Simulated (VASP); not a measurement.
# ZnSn2N2 (P-4m2) in VASP: a series of runs

ZnSn2N2 is run at these levels: r2SCAN; tasks: single point.

All numbers are computed with VASP 6.6.1; they aren't measurements. Logs are shortened: lines on timing, memory, paths and dates and some standing lists are left out, and cuts for length are marked.

## Step 1: The cell of the first run

Symmetry: P-4m2, No. 115, tetragonal system. The conventional cell has a = 3.352 Å, b = 3.352 Å, c = 8.064 Å, α = 90.00°, β = 90.00°, γ = 90.00°. Within 2.8 Å of Sn (site symmetry 2mm) lie 2 N at 2.12 Å. Within 2.7 Å of Zn (site symmetry -4m2) lie 4 N at 2.05 Å. Within 2.7 Å of N (site symmetry 2mm) lie 2 Zn at 2.05 Å and 2 Sn at 2.12 Å.

## Step 2: Single point, r2SCAN

POSCAR

```
ZnSn2N2
1.0
    3.3523260000      0.0000000000      0.0000000000
    0.0000000000      3.3523260000      0.0000000000
    0.0000000000      0.0000000000      8.0642090000
Sn Zn N
2 1 2
Direct
    0.5000000000      0.5000000000      0.3058270000
    0.5000000000      0.5000000000      0.6941730000
    0.0000000000      0.0000000000      0.0000000000
    0.0000000000      0.5000000000      0.8541900000
    0.5000000000      0.0000000000      0.1458100000
```

INCAR.step1

```
PREC     = Accurate       # precision mode
ENCUT    = 520            # plane-wave cutoff, eV
ISMEAR   = 0              # smearing method
SIGMA    = 0.05           # smearing width, eV
LREAL    = False          # projectors in reciprocal space
LASPH    = True           # aspherical terms in the spheres
NELM     = 60             # most SCF steps
NBANDS   = 33             # bands
GGA      = PE             # functional
ALGO     = Normal         # electronic algorithm
EDIFF    = 1E-4           # SCF threshold, eV
LWAVE    = True           # write WAVECAR
LCHARG   = False          # write CHGCAR
```

INCAR.step2

```
PREC     = Accurate       # precision mode
ENCUT    = 520            # plane-wave cutoff, eV
EDIFF    = 1E-7           # SCF threshold, eV
ISMEAR   = 0              # smearing method
SIGMA    = 0.05           # smearing width, eV
LREAL    = False          # projectors in reciprocal space
LASPH    = True           # aspherical terms in the spheres
NELM     = 60             # most SCF steps
ALGO     = Normal         # electronic algorithm
ISIF     = 2              # what is computed and relaxed
LWAVE    = False          # write WAVECAR
LCHARG   = False          # write CHGCAR
METAGGA  = R2SCAN         # meta-GGA
LMIXTAU  = True         
NBANDS   = 33             # bands
ISTART   = 1
```

KPOINTS

```
Automatic mesh
0
Gamma
  7 7 3
```

Potentials or basis: VASP PAW PBE potentials, release 64 (Sn_d, Zn, N).

On the command line:

```sh
$ cat potpaw_PBE.64/Sn_d/POTCAR potpaw_PBE.64/Zn/POTCAR potpaw_PBE.64/N/POTCAR > POTCAR
$ cp INCAR.step1 INCAR
$ mpirun -np 1 vasp_std > vasp.out
$ cp INCAR.step2 INCAR
$ mpirun -np 1 vasp_std > vasp.out
```

OUTCAR:

```text
PREC = Accurate
   ENCUT = 520
   EDIFF = 1E-7
   ISMEAR = 0
   LREAL = False
   LASPH = True
   NELM = 60
   ISIF = 2
   METAGGA = R2SCAN
   ISTART = 1

 ion  position               nearest neighbor table
   1  0.500  0.500  0.306-   5 2.12   5 2.12   2 3.13
   2  0.500  0.500  0.694-   4 2.12   4 2.12   1 3.13
   3  0.000  0.000  0.000-   4 2.05   5 2.05   4 2.05   5 2.05
   4  0.000  0.500  0.854-   3 2.05   3 2.05   2 2.12   2 2.12
   5  0.500  0.000  0.146-   3 2.05   3 2.05   1 2.12   1 2.12

  LATTYP: Found a simple tetragonal cell.
 ALAT       =     3.3523260000
 C/A-ratio  =     2.4055563212

  Lattice vectors:

 A1 = (   3.3523260000,   0.0000000000,   0.0000000000)
 A2 = (   0.0000000000,   3.3523260000,   0.0000000000)
 A3 = (   0.0000000000,   0.0000000000,   8.0642090000)

Analysis of symmetry for initial positions (statically):
=====================================================================
 Subroutine PRICEL returns:
 Original cell was already a primitive cell.

 Routine SETGRP: Setting up the symmetry group for a
 simple tetragonal supercell.

 Subroutine GETGRP returns: Found  8 space group operations
 (whereof  8 operations were pure point group operations)
 out of a pool of 16 trial point group operations.

The static configuration has the point symmetry D_2d.

Analysis of symmetry for dynamics (positions and initial velocities):
=====================================================================
 Subroutine PRICEL returns:
 Original cell was already a primitive cell.

 Routine SETGRP: Setting up the symmetry group for a
 simple tetragonal supercell.

 Subroutine GETGRP returns: Found  8 space group operations
 (whereof  8 operations were pure point group operations)
 out of a pool of 16 trial point group operations.

The dynamic configuration has the point symmetry D_2d.

 Subroutine INISYM returns: Found  8 space group operations
 (whereof  8 operations are pure point group operations),
 and found     1 'primitive' translations

----------------------------------------------------------------------------------------

                                     Primitive cell

  volume of cell :      90.6263

  direct lattice vectors                    reciprocal lattice vectors
     3.352326000  0.000000000  0.000000000     0.298300344  0.000000000  0.000000000
     0.000000000  3.352326000  0.000000000     0.000000000  0.298300344  0.000000000
     0.000000000  0.000000000  8.064209000     0.000000000  0.000000000  0.124004723

  length of vectors
     3.352326000  3.352326000  8.064209000     0.298300344  0.298300344  0.124004723

  position of ions in fractional coordinates (direct lattice)
     0.500000000  0.500000000  0.305827000
     0.500000000  0.500000000  0.694173000
     0.000000000  0.000000000  0.000000000
     0.000000000  0.500000000  0.854190000
     0.500000000  0.000000000  0.145810000

  ion indices of the primitive-cell ions
   primitive index   ion index
                 1           1
                 2           2
                 3           3
                 4           4
                 5           5

----------------------------------------------------------------------------------------

 KPOINTS: Automatic mesh

Automatic generation of k-mesh.
 Grid dimensions read from file:
 generate k-points for:    7    7    3

 Generating k-lattice:

  Cartesian coordinates                     Fractional coordinates (reciprocal lattice)
     0.042614335  0.000000000  0.000000000     0.142857143  0.000000000  0.000000000
     0.000000000  0.042614335  0.000000000     0.000000000  0.142857143  0.000000000
     0.000000000  0.000000000  0.041334908     0.000000000  0.000000000  0.333333333

  Length of vectors
     0.042614335  0.042614335  0.041334908

  Shift w.r.t. Gamma in fractional coordinates (k-lattice)
     0.000000000  0.000000000  0.000000000

 Subroutine IBZKPT returns following result:
 ===========================================

 Found     20 irreducible k-points:

 Following reciprocal coordinates:
            Coordinates               Weight
  0.000000  0.000000  0.000000      1.000000
  0.142857  0.000000  0.000000      4.000000
  0.285714  0.000000  0.000000      4.000000
  0.428571  0.000000  0.000000      4.000000
  0.142857  0.142857  0.000000      4.000000
  0.285714  0.142857  0.000000      8.000000
[... 12 lines left out ...]
  0.428571  0.285714  0.333333     16.000000
  0.428571  0.428571  0.333333      8.000000
   k-points           NKPTS =     20   k-points in BZ     NKDIM =     20   number of bands    NBANDS=     33
   number of dos      NEDOS =    301   number of ions     NIONS =      5
   total plane-waves  NPLWV =  47040
   dimension x,y,z NGX =    28 NGY =   28 NGZ =   60
   dimension x,y,z NGXF=    56 NGYF=   56 NGZF=  120
   ions per type =               2   1   2
   NGX,Y,Z   is equivalent  to a cutoff of  13.89, 13.89, 12.37 a.u.
   NGXF,Y,Z  is equivalent  to a cutoff of  27.77, 27.77, 24.74 a.u.
 SYSTEM =  unknown system
   PREC   = accura    normal or accurate (medium, high low for compatibility)
   ISTART =      1    job   : 0-new  1-cont  2-samecut
   ICHARG =      0    charge: 1-file 2-atom 10-const
   ISPIN  =      1    spin polarized calculation?
   LNONCOLLINEAR =      F non collinear calculations
   LSORBIT =      F    spin-orbit coupling
   LASPH  =      T    aspherical Exc in radial PAW
   ENCUT  =  520.0 eV  38.22 Ry    6.18 a.u.   6.23  6.23 14.99*2*pi/ulx,y,z
   NELM   =     60;   NELMIN=  2; NELMDL=  0     # of ELM steps
   EDIFF  = 0.1E-06   stopping-criterion for ELM
   LREAL  =      F    real-space projection
   EDIFFG = 0.1E-05   stopping-criterion for IOM
   NSW    =      0    number of steps for IOM
   IBRION =     -1    ionic relax: 0-MD 1-quasi-New 2-CG
   NFREE  =      0    steps in history (QN), initial steepest desc. (CG)
   ISIF   =      2    stress and relaxation
   ISYM   =      2    0-nonsym 1-usesym 2-fastsym
   POTIM  = 0.5000    time-step for ionic-motion
   TEBEG  =    0.0;   TEEND  =   0.0 temperature during run
   PSTRESS=    0.0 pullay stress
   NELECT =      50.0000    total number of electrons
   NUPDOWN=      -1.0000    fix difference up-down
   EMIN   =  10.00;   EMAX   =-10.00  energy-range for DOS
   EFERMI =   0.00;   METHOD = LEGACY
   ISMEAR =     0;   SIGMA  =   0.05  broadening in eV -4-tet -1-fermi 0-gaus
   EFERMI_NEDOS =   21; number of points for ismear=-14 and -15
   IALGO  =     38    algorithm
   IMIX   =      4    mixing-type and parameters
     AMIX     =   0.40;   BMIX     =  1.00
     AMIX_MAG =   1.60;   BMIX_MAG =  1.00
  volume/ion in A,a.u.               =      18.13       122.32
  Fermi-wavevector in a.u.,A,eV,Ry     =   1.342703  2.537341 24.529295  1.802852
  Thomas-Fermi vector in A             =   2.470836
   LORBIT       =      0    0 simple, 1 ext, 2 COOP (PROOUT), +10 PAW based schemes
   METAGGA = R2SCAN    functional components
   LHFCALC =     F    Hartree Fock is set to
   AEXX    =    0.0000 exact exchange contribution
   IVDW    =     0    specifies the selected vdW correction
   LEPSILON=     F    determine dielectric tensor
   LRPA    =     F    only Hartree local field effects (RPA)
 non-spin polarized calculation
 Gauss-broadening in eV      SIGMA  =   0.05
  energy-cutoff  :      520.00
  volume of cell :       90.63
 maximum number of plane-waves:      2454
 NGX is ok and might be reduce to    28
   NGX = 13   NGY = 13   NGZ = 29

 number of electron      50.0000012 magnetization

 Free energy of the ion-electron system (eV)
  ---------------------------------------------------
  ext. energy  EPLUGINS =         0.00000000
  ---------------------------------------------------
  free energy    TOTEN  =       -75.77719056 eV

  energy without entropy =      -75.77421039  energy(sigma->0) =      -75.77570048

 E-fermi :   5.3058     XC(G=0): -10.9652

 val. band max:        5.2811694163   @ k =   0.2857   0.1429   0.3333
 cond. band min:       5.3330308131   @ k =   0.1429   0.1429   0.0000
 fundamental gap:      0.0518613968
 Fermi energy:         5.3058387534

 k-point     1 :       0.0000    0.0000    0.0000
  band No.  band energies     occupation
      1     -16.8817      2.00000
      2     -16.8797      2.00000
      3     -16.7187      2.00000
      4     -16.6636      2.00000
      5     -16.6636      2.00000
      6     -16.5940      2.00000
[... 25 lines left out ...]
     32      13.3237      0.00000
     33      13.6466      0.00000

 k-point     2 :       0.1429    0.0000    0.0000
  band No.  band energies     occupation
      1     -16.8602      2.00000
      2     -16.8579      2.00000
      3     -16.7164      2.00000
      4     -16.6811      2.00000
      5     -16.6626      2.00000
      6     -16.6061      2.00000
[... 25 lines left out ...]
     32      13.4482      0.00000
     33      14.2201      0.00000

 k-point     3 :       0.2857    0.0000    0.0000
  band No.  band energies     occupation
      1     -16.8382      2.00000
      2     -16.8116      2.00000
      3     -16.7513      2.00000
      4     -16.6602      2.00000
      5     -16.6599      2.00000
      6     -16.6304      2.00000
[... 25 lines left out ...]
     32      13.8414      0.00000
     33      14.6594      0.00000

 k-point     4 :       0.4286    0.0000    0.0000
  band No.  band energies     occupation
      1     -16.8573      2.00000
      2     -16.7828      2.00000
      3     -16.7597      2.00000
      4     -16.6582      2.00000
      5     -16.6516      2.00000
      6     -16.6242      2.00000
[... 529 lines left out ...]
     32      13.0515      0.00000
     33      14.2356      0.00000

 k-point    19 :       0.4286    0.2857    0.3333
  band No.  band energies     occupation
      1     -16.8472      2.00000
      2     -16.7983      2.00000
      3     -16.6859      2.00000
      4     -16.6477      2.00000
      5     -16.6453      2.00000
      6     -16.6375      2.00000
[... 25 lines left out ...]
     32      12.8597      0.00000
     33      13.4186      0.00000

 k-point    20 :       0.4286    0.4286    0.3333
  band No.  band energies     occupation
      1     -16.8425      2.00000
      2     -16.8421      2.00000
      3     -16.6670      2.00000
      4     -16.6609      2.00000
      5     -16.6603      2.00000
      6     -16.6421      2.00000
[... 25 lines left out ...]
     32      12.9672      0.00000
     33      13.1027      0.00000

------------------------ aborting loop because EDIFF is reached ----------------------------------------

  FORCE on cell =-STRESS in cart. coord.  units (eV):
  Direction    XX          YY          ZZ          XY          YZ          ZX
  --------------------------------------------------------------------------------------
  -------------------------------------------------------------------------------------
  Total       -1.9275065     -1.9275065     -2.0936217      0.0000000      0.0000000      0.0000000
  in kB      -34.0762799    -34.0762799    -37.0130211      0.0000000      0.0000000      0.0000000
  external PRESSURE =     -35.0551936 kB  Pullay stress =       0.0000000 kB

 VOLUME and BASIS-vectors are now :
 -----------------------------------------------------------------------------
  energy-cutoff  :      520.00
  volume of cell :       90.63
      direct lattice vectors                 reciprocal lattice vectors
     3.352326000  0.000000000  0.000000000     0.298300344  0.000000000  0.000000000
     0.000000000  3.352326000  0.000000000     0.000000000  0.298300344  0.000000000
     0.000000000  0.000000000  8.064209000     0.000000000  0.000000000  0.124004723

 POSITION                                       TOTAL-FORCE (eV/Angst)
 -----------------------------------------------------------------------------------
      1.67616      1.67616      2.46625         0.000000     -0.000000     -0.332858
      1.67616      1.67616      5.59796         0.000000     -0.000000      0.332858
      0.00000      0.00000      0.00000        -0.000000      0.000000      0.000000
      0.00000      1.67616      6.88837         0.000000      0.000000     -0.122344
      1.67616      0.00000      1.17584         0.000000      0.000000      0.122344
 -----------------------------------------------------------------------------------
    total drift:                                0.000000      0.000000      0.000000

  FREE ENERGIE OF THE ION-ELECTRON SYSTEM (eV)
  ---------------------------------------------------
  free  energy   TOTEN  =       -75.7771905582 eV

  energy  without entropy=      -75.7742103933  energy(sigma->0) =      -75.77570048
```

It took 3.3 min on 1 thread of Intel Xeon Platinum 8259CL at 2.50GHz (Skylake/Cascade Lake), shared host; peak memory 0.25 GiB.

Results:

```yaml
Free_energy: -75.7772 eV
Pressure: -3.5 GPa
Largest_force: 0.333 eV/Å
Band_gap_on_the_k_mesh: zero (bands 25 and 26 overlap by 1.28 eV)
```

Forces on the atoms (eV/Å):
```
Sn   0.000  0.000 -0.333
Sn   0.000  0.000  0.333
Zn   0.000  0.000  0.000
N    0.000  0.000 -0.122
N    0.000  0.000  0.122
```

Levels at points of the mesh, in eV from the Fermi level:
| k point | band 23 | band 24 | band 25 | band 26 | band 27 | band 28 |
| --- | --- | --- | --- | --- | --- | --- |
| (0.00, 0.00, 0.00) | -1.17 | -1.17 | 0.39 | 0.97 | 3.59 | 5.90 |

Caveat: the cell stands under tension; the PAW data sets were made with another functional, which shifts forces and pressure a little; spin-orbit coupling is left out, which moves the levels of the heavy elements.

## Step 3: Single point, r2SCAN

POSCAR is that of step 2.

INCAR.step1

```
SYSTEM = ZnSn2N2
PREC = Accurate ; ENCUT = 520
ISMEAR = 0 ; SIGMA = 0.05
LREAL = .False. ; LASPH = .True.
NELM = 80 ; NBANDS = 33
GGA = PE ; ALGO = Normal
EDIFF = 1E-4 ; LWAVE = .True.
LCHARG = .False.
```

INCAR.step2

```
SYSTEM = ZnSn2N2
PREC = Accurate ; ENCUT = 520
EDIFF = 1E-6 ; ISMEAR = 0
SIGMA = 0.05 ; LREAL = .False.
LASPH = .True. ; NELM = 80
ALGO = Normal ; ISIF = 2
LWAVE = .False. ; LCHARG = .False.
METAGGA = R2SCAN ; LMIXTAU = .True.
NBANDS = 33 ; ISTART = 1
```

KPOINTS

```
regular mesh
0
Gamma
  7 7 3
  0 0 0
```

Potentials or basis: VASP PAW PBE potentials, release 64 (Sn_d, Zn, N).

On the command line:

```sh
$ cat potpaw_PBE.64/Sn_d/POTCAR potpaw_PBE.64/Zn/POTCAR potpaw_PBE.64/N/POTCAR > POTCAR
$ cp INCAR.step1 INCAR
$ mpirun -np 1 vasp_std > vasp.out
$ cp INCAR.step2 INCAR
$ mpirun -np 1 vasp_std > vasp.out
```

OUTCAR:

```text
SYSTEM = ZnSn2N2
   PREC = Accurate
   ENCUT = 520
   EDIFF = 1E-6
   ISMEAR = 0
   LREAL = .False.
   LASPH = .True.
   NELM = 80
   ISIF = 2
   METAGGA = R2SCAN
   ISTART = 1

 ion  position               nearest neighbor table
   1  0.500  0.500  0.306-   5 2.12   5 2.12   2 3.13
   2  0.500  0.500  0.694-   4 2.12   4 2.12   1 3.13
   3  0.000  0.000  0.000-   4 2.05   5 2.05   4 2.05   5 2.05
   4  0.000  0.500  0.854-   3 2.05   3 2.05   2 2.12   2 2.12
   5  0.500  0.000  0.146-   3 2.05   3 2.05   1 2.12   1 2.12

  LATTYP: Found a simple tetragonal cell.
[... 917 lines left out ...]
  -------------------------------------------------------------------------------------
  Total       -1.9227032     -1.9227032     -2.0891722      0.0000000      0.0000000      0.0000000
  in kB      -33.9913628    -33.9913628    -36.9343573      0.0000000      0.0000000      0.0000000
  external PRESSURE =     -34.9723610 kB  Pullay stress =       0.0000000 kB

 VOLUME and BASIS-vectors are now :
 -----------------------------------------------------------------------------
  energy-cutoff  :      520.00
  volume of cell :       90.63
      direct lattice vectors                 reciprocal lattice vectors
     3.352326000  0.000000000  0.000000000     0.298300344  0.000000000  0.000000000
     0.000000000  3.352326000  0.000000000     0.000000000  0.298300344  0.000000000
     0.000000000  0.000000000  8.064209000     0.000000000  0.000000000  0.124004723

 POSITION                                       TOTAL-FORCE (eV/Angst)
 -----------------------------------------------------------------------------------
      1.67616      1.67616      2.46625         0.000000      0.000000     -0.332706
      1.67616      1.67616      5.59796         0.000000     -0.000000      0.332706
      0.00000      0.00000      0.00000         0.000000     -0.000000     -0.000000
      0.00000      1.67616      6.88837         0.000000     -0.000000     -0.122284
      1.67616      0.00000      1.17584        -0.000000     -0.000000      0.122284
 -----------------------------------------------------------------------------------
    total drift:                                0.000000      0.000000     -0.000000

  FREE ENERGIE OF THE ION-ELECTRON SYSTEM (eV)
  ---------------------------------------------------
  free  energy   TOTEN  =       -75.7771897266 eV

  energy  without entropy=      -75.7742095904  energy(sigma->0) =      -75.77569966
```

OSZICAR.step1:

```text
N       E                     dE             d eps       ncg     rms          rms(c)
DAV:   1     0.485279831482E+03    0.48528E+03   -0.24866E+04  1352   0.227E+03
DAV:   2     0.484205980718E+02   -0.43686E+03   -0.41800E+03  1328   0.542E+02
DAV:   3    -0.249223591749E+02   -0.73343E+02   -0.71006E+02  1551   0.192E+02
DAV:   4    -0.290313478075E+02   -0.41090E+01   -0.40753E+01  1554   0.494E+01
DAV:   5    -0.291388893099E+02   -0.10754E+00   -0.10741E+00  1550   0.839E+00    0.143E+01
DAV:   6    -0.241767444029E+02    0.49621E+01   -0.19477E+01  2193   0.622E+01    0.733E+00
DAV:   7    -0.242333935890E+02   -0.56649E-01   -0.52407E+00  1434   0.138E+01    0.492E+00
DAV:   8    -0.242011820168E+02    0.32212E-01   -0.57728E-01  1870   0.744E+00    0.194E+00
DAV:   9    -0.241901915580E+02    0.10990E-01   -0.75588E-02  1717   0.335E+00    0.353E-01
DAV:  10    -0.241910221207E+02   -0.83056E-03   -0.12413E-02  1528   0.716E-01    0.215E-01
DAV:  11    -0.241910478649E+02   -0.25744E-04   -0.13092E-03  1895   0.533E-01    0.532E-02
DAV:  12    -0.241910898845E+02   -0.42020E-04   -0.50290E-04  1392   0.160E-01
   1 F= -.24191090E+02 E0= -.24189538E+02  d E =-.310323E-02
```

Run time: 3 min. Hardware: 1 thread of Intel Xeon Platinum 8259CL at 2.50GHz (Skylake/Cascade Lake), shared host; peak memory 0.24 GiB.

Results:

```
Free energy            : -75.7772 eV
Pressure               : -3.5 GPa
Largest force          : 0.333 eV/Å
Band gap on the k mesh : zero (bands 25 and 26 overlap by 1.28 eV)
```

Forces on the atoms (eV/Å):
```
Sn   0.000  0.000 -0.333
Sn   0.000  0.000  0.333
Zn   0.000  0.000  0.000
N    0.000  0.000 -0.122
N    0.000  0.000  0.122
```

Levels at points of the mesh, in eV from the Fermi level:
```tsv
k point	band 21	band 22	band 23	band 24	band 25	band 26	band 27	band 28	band 29	band 30
(0.00, 0.00, 0.00)	-2.78	-2.78	-1.17	-1.17	0.39	0.97	3.59	5.90	5.90	6.75
```

Caveat: the cell stands under tension; the PAW data sets were made with another functional, which shifts forces and pressure a little; spin-orbit coupling is left out, which moves the levels of the heavy elements.

The gap in the log of VASP goes by the Fermi energy; the results here count the filled bands.